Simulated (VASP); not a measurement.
Wanted: the native input for a VASP 6.6.1 run.

| Item | Value |
| --- | --- |
| Task | single point |
| Functional | LDA |
| Potentials or basis | VASP PAW LDA potentials, release 64 (Co) |
| Cutoff | 520 eV |
| k mesh | 15 × 15 × 8 |
| Occupations | gaussian, width 0.3 eV |
| Spin | collinear spin, ferromagnetic start |
| Starting moments | [1.558, 1.558] μB |
| Dipole correction | no |
| Further INCAR settings | ALGO = Normal; EDIFF = 1e-07; NBANDS = 20 |

The structure of Co lies in POSCAR:

```
Co
1.0
    2.4273810165      0.0000000000      0.0000000000
   -1.2136905082      2.1021736250      0.0000000000
    0.0000000000      0.0000000000      3.9230481332
Co
2
Direct
    0.3333333333      0.6666666667      0.2500000000
    0.6666666667      0.3333333333      0.7500000000
```

These files were run (other wordings do the same):

INCAR

```
ALGO = Normal
EDIFF = 1E-7
ENCUT = 520
ISIF = 2
ISMEAR = 0
ISPIN = 2
LASPH = True
LCHARG = True
LELF = True
LMAXMIX = 4
LORBIT = 11
LREAL = False
LVHAR = True
LWAVE = False
MAGMOM = 1.558 1.558
NBANDS = 20
NELM = 150
PREC = Accurate
SIGMA = 0.3
```

KPOINTS

```
k-points
0
Gamma
  15 15 8
```

Potentials or basis: VASP PAW LDA potentials, release 64 (Co).

Command:

```bash
$ cat potpaw_LDA.64/Co/POTCAR > POTCAR
$ mpirun -np 1 vasp_std > vasp.out
```

It gave:

The pressure is -2.1 GPa and the net moment is 2.79 μB per cell. The site moments are Co +1.39 μB. The valence electrons inside the program's atomic spheres are Co 8.45.

It took 120 s on 1 thread of Intel Xeon 6975P-C, with other jobs on the host, peak memory 0.18 GiB.
